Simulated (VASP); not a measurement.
The system is Mo.

```
Mo
1.0
     0.00000    2.72500    2.72500
     2.72500    0.00000    2.72500
     2.72500    2.72500    0.00000
Mo
2
Direct
  0.00000 0.00000 0.00000
  0.25000 0.25000 0.25000
```

| Item | Value |
| --- | --- |
| Program | VASP 6.6.1 |
| Task | relaxation of cell and atoms |
| Functional | r2SCAN |
| Potentials or basis | VASP PAW PBE potentials, release 64 (Mo_sv) |
| Cutoff | 600 eV |
| k mesh | 6 × 6 × 6 |
| Occupations | fermi-dirac, width 0.1 eV |
| Spin | no spin polarisation |

At the start: pressure 16.2 GPa; volume 20.23 Å³/atom.

Where does the relaxation end?

Over 17 steps the energy falls by 110.5 meV/atom and the volume is 22.66 Å³/atom (+12.0 %); space group Fd-3m (No. 227, to 0.05 Å).

The path:
```tsv
step	energy change (eV)	largest force (eV/Å)	pressure (GPa)	volume (Å³)
1	0.0000	0.0000	16.18	40.47
2	0.1785	0.0000	-13.32	53.66
3	-0.2206	0.0000	-0.56	45.55
4	-0.2210	0.0000	-0.08	45.35
5	-0.2210	0.0000	0.19	45.25
6	-0.2210	0.0000	0.19	45.25
7	-0.2210	0.0000	0.18	45.25
8	-0.2210	0.0000	0.15	45.25
9	-0.2210	0.0000	0.16	45.25
10	-0.2210	0.0000	0.16	45.25
11	-0.2210	0.0000	0.17	45.25
12	-0.2210	0.0000	0.17	45.26
13	-0.2210	0.0000	0.18	45.26
14	-0.2210	0.0000	0.15	45.26
15	-0.2210	0.0000	0.15	45.27
16	-0.2210	0.0000	0.07	45.29
17	-0.2210	0.0000	-0.01	45.32
```

Final structure:
```xyz
2
Lattice="0.0000 2.8298 2.8298 2.8298 0.0000 2.8298 2.8298 2.8298 0.0000" Properties=species:S:1:pos:R:3 pbc="T T T"
Mo    2.8298    2.8298    0.0000
Mo    1.4149    1.4149    1.4149
```

Caveat: the PAW data sets were made with another functional, which shifts forces and pressure a little.
